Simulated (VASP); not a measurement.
# Hg (P6/mmm) in VASP: relaxation of cell and atoms with LDA

Aim: the relaxation of cell and atoms of Hg with LDA.

Program: VASP 6.6.1. These are calculated values, not measurements. Logs are shortened: lines on timing, memory, paths and dates and some standing lists are left out, and cuts for length are marked.

### 1 The cell of the first run

Symmetry: P6/mmm, No. 191, hexagonal system. Conventional cell: a = 4.242 Å, b = 4.242 Å, c = 2.630 Å, α = 90.00°, β = 90.00°, γ = 120.00°. Hg (site symmetry 6/mmm) has 14 Hg at 2.63 to 2.78 Å within 3.5 Å. Within 3.2 Å of Hg (site symmetry -6m2) lie 11 Hg at 2.45 to 2.78 Å.

### 2 Relaxation of cell and atoms, LDA, target pressure 130 GPa, at which the enthalpy is minimised

Input file INCAR:

```
SYSTEM = Hg
ALGO = Normal
EDIFF = 1E-7
EDIFFG = -0.005
ENCUT = 600
GGA = CA
IBRION = 2
ISIF = 3
ISMEAR = -1
LASPH = .True.
LCHARG = .False.
LREAL = .False.
LWAVE = .False.
NELM = 100
NSW = 60
PREC = Accurate
PSTRESS = 1300.0
SIGMA = 0.08
```

Input file KPOINTS:

```
k-points
0
Gamma
  9 9 12
  0 0 0
```

Input file POSCAR:

```
Hg
1.0
    4.2420574970      0.0000000000      0.0000000000
   -2.1210287485      3.6737295567      0.0000000000
    0.0000000000      0.0000000000      2.6300756481
Hg
3
Direct
    0.0000000000      0.0000000000      0.0000000000
    0.3333333333      0.6666666667      0.5000000000
    0.6666666667      0.3333333333      0.5000000000
```

Potentials or basis: VASP PAW LDA potentials, release 64 (Hg).

Started as:

```bash
cat potpaw_LDA.64/Hg/POTCAR > POTCAR
mpirun -np 1 vasp_std > vasp.out
```

OUTCAR:

```text
SYSTEM = Hg
   EDIFF = 1E-7
   EDIFFG = -0.005
   ENCUT = 600
   GGA = CA
   IBRION = 2
   ISIF = 3
   ISMEAR = -1
   LASPH = .True.
   LREAL = .False.
   NELM = 100
   NSW = 60
   PREC = Accurate
   PSTRESS = 1300.0

 ion  position               nearest neighbor table
   1  0.000  0.000  0.000-   2 2.78   3 2.78   2 2.78   3 2.78   2 2.78   2 2.78   3 2.78   3 2.78
                             3 2.78   3 2.78   2 2.78   2 2.78
   2  0.333  0.667  0.500-   3 2.45   3 2.45   3 2.45   1 2.78   1 2.78   1 2.78   1 2.78   1 2.78
                             1 2.78   3 3.59   3 3.59   3 3.59   3 3.59   3 3.59   3 3.59
   3  0.667  0.333  0.500-   2 2.45   2 2.45   2 2.45   1 2.78   1 2.78   1 2.78   1 2.78   1 2.78
                             1 2.78   2 3.59   2 3.59   2 3.59   2 3.59   2 3.59   2 3.59

  LATTYP: Found a hexagonal cell.
 ALAT       =     4.2420574970
 C/A-ratio  =     0.6200000000

  Lattice vectors:

 A1 = (   4.2420574970,   0.0000000000,   0.0000000000)
 A2 = (  -2.1210287485,   3.6737295567,   0.0000000000)
 A3 = (   0.0000000000,   0.0000000000,   2.6300756481)

Analysis of symmetry for initial positions (statically):
=====================================================================
 Subroutine PRICEL returns:
 Original cell was already a primitive cell.

 Routine SETGRP: Setting up the symmetry group for a
 hexagonal supercell.

 Subroutine GETGRP returns: Found 24 space group operations
 (whereof 24 operations were pure point group operations)
 out of a pool of 24 trial point group operations.

The static configuration has the point symmetry D_6h.

Analysis of symmetry for dynamics (positions and initial velocities):
=====================================================================
 Subroutine PRICEL returns:
 Original cell was already a primitive cell.

 Routine SETGRP: Setting up the symmetry group for a
 hexagonal supercell.

 Subroutine GETGRP returns: Found 24 space group operations
 (whereof 24 operations were pure point group operations)
 out of a pool of 24 trial point group operations.

The dynamic configuration has the point symmetry D_6h.

 Subroutine INISYM returns: Found 24 space group operations
 (whereof 24 operations are pure point group operations),
 and found     1 'primitive' translations

----------------------------------------------------------------------------------------

                                     Primitive cell

  volume of cell :      40.9876

  direct lattice vectors                    reciprocal lattice vectors
     4.242057497  0.000000000  0.000000000     0.235734664  0.136101472  0.000000000
    -2.121028749  3.673729557  0.000000000     0.000000000  0.272202944  0.000000000
     0.000000000  0.000000000  2.630075648     0.000000000  0.000000000  0.380217200

  length of vectors
     4.242057497  4.242057497  2.630075648     0.272202944  0.272202944  0.380217200

  position of ions in fractional coordinates (direct lattice)
     0.000000000  0.000000000  0.000000000
     0.333333333  0.666666667  0.500000000
     0.666666667  0.333333333  0.500000000

  ion indices of the primitive-cell ions
   primitive index   ion index
                 1           1
                 2           2
                 3           3

----------------------------------------------------------------------------------------

 KPOINTS: k-points

Automatic generation of k-mesh.
 Grid dimensions read from file:
 generate k-points for:    9    9   12

 Generating k-lattice:

  Cartesian coordinates                     Fractional coordinates (reciprocal lattice)
     0.026192740  0.015122386  0.000000000     0.111111111 -0.000000000  0.000000000
     0.000000000  0.030244772  0.000000000     0.000000000  0.111111111  0.000000000
     0.000000000  0.000000000  0.031684767     0.000000000  0.000000000  0.083333333

  Length of vectors
     0.030244772  0.030244772  0.031684767

  Shift w.r.t. Gamma in fractional coordinates (k-lattice)
     0.000000000  0.000000000  0.000000000

 Subroutine IBZKPT returns following result:
 ===========================================

 Found     84 irreducible k-points:

 Following reciprocal coordinates:
            Coordinates               Weight
  0.000000  0.000000  0.000000      1.000000
  0.111111 -0.000000  0.000000      6.000000
  0.222222  0.000000  0.000000      6.000000
  0.333333 -0.000000  0.000000      6.000000
  0.444444  0.000000  0.000000      6.000000
  0.111111  0.111111  0.000000      6.000000
[... 16 lines left out ...]
  0.333333  0.222222  0.083333     24.000000
  0.333333  0.333333  0.083333      4.000000
 [... further k-points ...]
   k-points           NKPTS =     84   k-points in BZ     NKDIM =     84   number of bands    NBANDS=     22
   number of dos      NEDOS =    301   number of ions     NIONS =      3
   total plane-waves  NPLWV =  31104
   dimension x,y,z NGX =    36 NGY =   36 NGZ =   24
   dimension x,y,z NGXF=    72 NGYF=   72 NGZF=   48
   ions per type =               3
   NGX,Y,Z   is equivalent  to a cutoff of  14.11, 14.11, 15.17 a.u.
   NGXF,Y,Z  is equivalent  to a cutoff of  28.22, 28.22, 30.34 a.u.
 SYSTEM =  Hg
   PREC   = accura    normal or accurate (medium, high low for compatibility)
   ISTART =      0    job   : 0-new  1-cont  2-samecut
   ICHARG =      2    charge: 1-file 2-atom 10-const
   ISPIN  =      1    spin polarized calculation?
   LNONCOLLINEAR =      F non collinear calculations
   LSORBIT =      F    spin-orbit coupling
   LASPH  =      T    aspherical Exc in radial PAW
   ENCUT  =  600.0 eV  44.10 Ry    6.64 a.u.   8.47  8.47  5.25*2*pi/ulx,y,z
   NELM   =    100;   NELMIN=  2; NELMDL= -5     # of ELM steps
   EDIFF  = 0.1E-06   stopping-criterion for ELM
   LREAL  =      F    real-space projection
   EDIFFG = -.5E-02   stopping-criterion for IOM
   NSW    =     60    number of steps for IOM
   IBRION =      2    ionic relax: 0-MD 1-quasi-New 2-CG
   NFREE  =      1    steps in history (QN), initial steepest desc. (CG)
   ISIF   =      3    stress and relaxation
   ISYM   =      2    0-nonsym 1-usesym 2-fastsym
   POTIM  = 0.5000    time-step for ionic-motion
   TEBEG  =    0.0;   TEEND  =   0.0 temperature during run
   PSTRESS= 1300.0 pullay stress
   NELECT =      36.0000    total number of electrons
   NUPDOWN=      -1.0000    fix difference up-down
   EMIN   =  10.00;   EMAX   =-10.00  energy-range for DOS
   EFERMI =   0.00;   METHOD = LEGACY
   ISMEAR =    -1;   SIGMA  =   0.08  broadening in eV -4-tet -1-fermi 0-gaus
   EFERMI_NEDOS =   21; number of points for ismear=-14 and -15
   IALGO  =     38    algorithm
   IMIX   =      4    mixing-type and parameters
     AMIX     =   0.40;   BMIX     =  1.00
     AMIX_MAG =   1.60;   BMIX_MAG =  1.00
  volume/ion in A,a.u.               =      13.66        92.20
  Fermi-wavevector in a.u.,A,eV,Ry     =   1.567804  2.962719 33.443233  2.458008
  Thomas-Fermi vector in A             =   2.669929
   LORBIT       =      0    0 simple, 1 ext, 2 COOP (PROOUT), +10 PAW based schemes
   GGA     = CA    functional components
   LHFCALC =     F    Hartree Fock is set to
   AEXX    =    0.0000 exact exchange contribution
   IVDW    =     0    specifies the selected vdW correction
   LEPSILON=     F    determine dielectric tensor
   LRPA    =     F    only Hartree local field effects (RPA)
 conjugate gradient relaxation of ions
 non-spin polarized calculation
  energy-cutoff  :      600.00
  volume of cell :       40.99
 maximum number of plane-waves:      1402
 NGX is ok and might be reduce to    36
   NGX = 17   NGY = 17   NGZ = 11

--------------------------------------- Ionic step        1  -------------------------------------------

 number of electron      35.9999998 magnetization

 Free energy of the ion-electron system (eV)
  ---------------------------------------------------
  ext. energy  EPLUGINS =         0.00000000
  ---------------------------------------------------
  free energy    TOTEN  =         3.91109468 eV

  energy without entropy =        3.94004843  energy(sigma->0) =        3.92557156

------------------------ aborting loop because EDIFF is reached ----------------------------------------

  FORCE on cell =-STRESS in cart. coord.  units (eV):
  Direction    XX          YY          ZZ          XY          YZ          ZX
  --------------------------------------------------------------------------------------
  -------------------------------------------------------------------------------------
  Total       37.5163131     37.5163131     32.9607319      0.0000000     -0.0000000      0.0000000
  in kB     1466.4888349   1466.4888349   1288.4140623      0.0000000     -0.0000000      0.0000000
  external PRESSURE =     107.1305774 kB  Pullay stress =    1300.0000000 kB
[... 182 lines left out ...]
--------------------------------------- Ionic step        6  -------------------------------------------

 number of electron      35.9999999 magnetization

 E-fermi :  10.2406     XC(G=0): -14.4000

 val. band max:       10.2235044916   @ k =   0.3333   0.1111   0.5000
 cond. band min:      10.2894304015   @ k =   0.1111  -0.0000   0.2500
 fundamental gap:      0.0659259099
 Fermi energy:        10.2406407969

 k-point     1 :       0.0000    0.0000    0.0000
  band No.  band energies     occupation
      1      -6.2150      2.00000
      2      -3.7932      2.00000
      3      -2.1380      2.00000
      4      -1.6889      2.00000
      5      -1.2708      2.00000
      6      -1.2708      2.00000
[... 589 lines left out ...]
     21      16.0382      0.00000
     22      22.3709      0.00000

 [... further k-points ...]

------------------------ aborting loop because EDIFF is reached ----------------------------------------

  FORCE on cell =-STRESS in cart. coord.  units (eV):
  Direction    XX          YY          ZZ          XY          YZ          ZX
  --------------------------------------------------------------------------------------
  -------------------------------------------------------------------------------------
  Total       38.3443259     38.3443259     37.4038591     -0.0000000     -0.0000000      0.0000000
  in kB     1521.6051697   1521.6051696   1484.2849364     -0.0000000     -0.0000000      0.0000000
  external PRESSURE =     209.1650919 kB  Pullay stress =    1300.0000000 kB
[... 26 lines left out ...]
--------------------------------------- Ionic step        7  -------------------------------------------

 number of electron      36.0000003 magnetization

 Free energy of the ion-electron system (eV)
  ---------------------------------------------------
  ext. energy  EPLUGINS =         0.00000000
  ---------------------------------------------------
  free energy    TOTEN  =         3.29264905 eV

  energy without entropy =        3.30908764  energy(sigma->0) =        3.30086834

 E-fermi :   9.6728     XC(G=0): -14.2174

 val. band max:        9.6663906856   @ k =   0.1111  -0.0000   0.2500
 cond. band min:       9.6760626452   @ k =   0.3333   0.1111   0.5000
 fundamental gap:      0.0096719596
 Fermi energy:         9.6728429696

 k-point     1 :       0.0000    0.0000    0.0000
  band No.  band energies     occupation
      1      -6.2614      2.00000
      2      -3.9269      2.00000
      3      -2.4030      2.00000
      4      -1.9643      2.00000
      5      -1.4765      2.00000
      6      -1.4765      2.00000
[... 589 lines left out ...]
     21      15.2548      0.00000
     22      21.7709      0.00000

 [... further k-points ...]

------------------------ aborting loop because EDIFF is reached ----------------------------------------

  FORCE on cell =-STRESS in cart. coord.  units (eV):
  Direction    XX          YY          ZZ          XY          YZ          ZX
  --------------------------------------------------------------------------------------
  -------------------------------------------------------------------------------------
  Total       33.7423829     33.7423829     33.7481252     -0.0000000      0.0000000      0.0000000
  in kB     1299.4403629   1299.4403629   1299.6615059     -0.0000000      0.0000000      0.0000000
  external PRESSURE =      -0.4859228 kB  Pullay stress =    1300.0000000 kB
[... 22 lines left out ...]
  energy  without entropy=        3.3090876370  energy(sigma->0) =        3.30086834

  enthalpy is  TOTEN    =        37.0495639249 eV   P V=       33.7569148762

 reached required accuracy - stopping structural energy minimisation
```

It took 11 min on 1 thread of AMD EPYC 7R13, shared host; peak memory 0.19 GiB.

What came out:

```yaml
Free_energy: 3.2926 eV
Relaxed_volume: 13.87 Å³/atom
Relaxed_cell: a = 4.345 Å, b = 4.345 Å, c = 2.545 Å, α = 90.00°, β = 90.00°, γ = 120.00°
Space_group_after_relaxing_to_0.1_Å: P6/mmm (No. 191)
Energy_change_on_relaxing_the_run_minimises_the_enthalpy: -206.1 meV/atom
Ionic_steps: 7
Pressure_after_relaxing: 130.0 GPa
Band_gap_on_the_k_mesh: zero (bands 18 and 19 overlap by 3.81 eV)
```

Step by step:
```
step  energy change (eV)  largest force (eV/Å)  pressure (GPa)  volume (Å³)
   1              0.0000                0.0000          140.71        40.99
   2             -3.6372                0.0000           71.02        46.57
   3             -0.9067                0.0000          123.79        42.04
   4             -0.5693                0.0000          130.62        41.62
   5             -0.8073                0.0000          126.24        41.84
   6              0.4588                0.0000          150.92        40.37
   7             -0.6184                0.0000          129.95        41.60
```

Final structure:
```xyz
3
Lattice="4.3446 0.0000 0.0000 -2.1723 3.7626 0.0000 0.0000 0.0000 2.5450" Properties=species:S:1:pos:R:3 pbc="T T T"
Hg    0.0000    0.0000    0.0000
Hg    0.0000    2.5084    1.2725
Hg    2.1723    1.2542    1.2725
```

Levels at points of the mesh, in eV from the Fermi level:
```
           k point  band 14  band 15  band 16  band 17  band 18  band 19  band 20  band 21  band 22
(0.00, 0.00, 0.00)    -9.19    -7.31    -7.31    -0.73     0.11     1.47     1.47     1.49     1.49
(0.00, 0.00, 0.50)    -7.79    -6.37    -4.43    -3.72     3.23     3.89     4.11     4.11     5.77
```

Caveat: the cell is relaxed towards a set pressure, so the run minimises the enthalpy, not the energy; spin-orbit coupling is left out, which moves the levels of the heavy elements.
